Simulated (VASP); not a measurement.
Runs of VASP 6.6.1 on Sc. The structure is that of space group P6_3/mmc (No. 194), or close to it. The cells are those of the table. 

| cell | gap on the mesh (eV) | pressure (GPa) |
| --- | --- | --- |
| a = 3.320, b = 3.320, c = 4.750 Å, angles 90.0, 90.0, 120.0°, 2 atoms | none | 5.2 |
| a = 3.430, b = 3.430, c = 5.438 Å, angles 90.0, 90.0, 120.0°, 2 atoms | none | -5.1 |
| a = 3.486, b = 3.486, c = 5.163 Å, angles 90.0, 90.0, 120.0°, 2 atoms | none | -4.4 |
| a = 3.430, b = 3.430, c = 5.576 Å, angles 90.0, 90.0, 120.0°, 2 atoms | none | (b) |
| a = 3.486, b = 3.486, c = 5.438 Å, angles 90.0, 90.0, 120.0°, 2 atoms | none | (c) |
| a = 3.375, b = 3.375, c = 5.576 Å, angles 90.0, 90.0, 120.0°, 2 atoms | none | -4.7 |
| a = 3.209, b = 3.209, c = 5.163 Å, angles 90.0, 90.0, 120.0°, 2 atoms | none | (a) |
| a = 3.430, b = 3.430, c = 5.300 Å, angles 90.0, 90.0, 120.0°, 2 atoms | none | -4.2 |

Alike in all rows: task single point; level PBE; potentials or basis VASP PAW PBE potentials, release 64 (Sc_sv); no spin polarisation; k mesh 15 × 15 × 10; cutoff (eV) 520; smearing gaussian 0.15 eV.

Problem. Estimate the missing entries.

Solution. (a) 4.3; (b) -5.9; (c) -6.2.

Caveats: the cell stands under tension (at least some runs); the cell stands under pressure (at least some runs).

A gap of «none» marks levels without a gap at the run's occupations.
